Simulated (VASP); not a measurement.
Input of a VASP 6.6.1 run:

Contents of POSCAR:

```
SnTe
1.0
    0.0000000000      3.5839840079      3.5839840079
    3.5839840079      0.0000000000      3.5839840079
    3.5839840079      3.5839840079      0.0000000000
Sn Te
1 1
Direct
    0.0000000000      0.0000000000      0.0000000000
    0.2500000000      0.2500000000      0.2500000000
```

Contents of INCAR.step1:

```
PREC = Accurate
ENCUT = 500
EDIFF = 1E-5
ISMEAR = -1
SIGMA = 0.02
LREAL = F
LASPH = T
NELM = 120
ALGO = Normal
LWAVE = T
LCHARG = F
GGA = PE
NBANDS = 17
GGA_COMPAT = F
IBRION = 2
ISIF = 3
EDIFFG = -0.005
NELMIN = 4
NSW = 100
```

File INCAR.step2:

```
PREC = Accurate
ENCUT = 500
EDIFF = 1E-7
ISMEAR = -1
SIGMA = 0.02
LREAL = F
LASPH = T
NELM = 120
ALGO = Normal
ISIF = 3
LWAVE = F
LCHARG = F
GGA = PE
LHFCALC = T
HFSCREEN = 0.2079
PRECFOCK = Normal
IBRION = 2
NSW = 80
EDIFFG = -0.005
ISTART = 1
GGA_COMPAT = F
NELMIN = 4
```

The input KPOINTS:

```
Automatic mesh
0
Gamma
  4 4 4
```

Potentials or basis: VASP PAW PBE potentials, release 64 (Sn_d, Te).

Launch:

```console
$ cat potpaw_PBE.64/Sn_d/POTCAR potpaw_PBE.64/Te/POTCAR > POTCAR
$ cp INCAR.step1 INCAR
$ mpirun -np 1 vasp_std > vasp.out
$ cp INCAR.step2 INCAR
$ mpirun -np 1 vasp_std > vasp.out
```

(1) What does it give for the relaxed cell?

(2) What does it give for the relaxed volume?

(3) What does it give for the space group after relaxing (to 0.1 Å)?

(4) Predict the band gap on the k mesh.

## Answers

(1) a = 5.058 Å, b = 5.058 Å, c = 5.058 Å, α = 60.00°, β = 60.00°, γ = 60.00°.

(2) 45.74 Å³/atom.

(3) F-43m (No. 216).

(4) 0.27 eV (least direct gap 1.11 eV).

Caveat: the structure was generated, so it needn't be the stable form of SnTe; the PAW data sets were made with another functional, which shifts forces and pressure a little; spin-orbit coupling is left out, which moves the levels of the heavy elements.
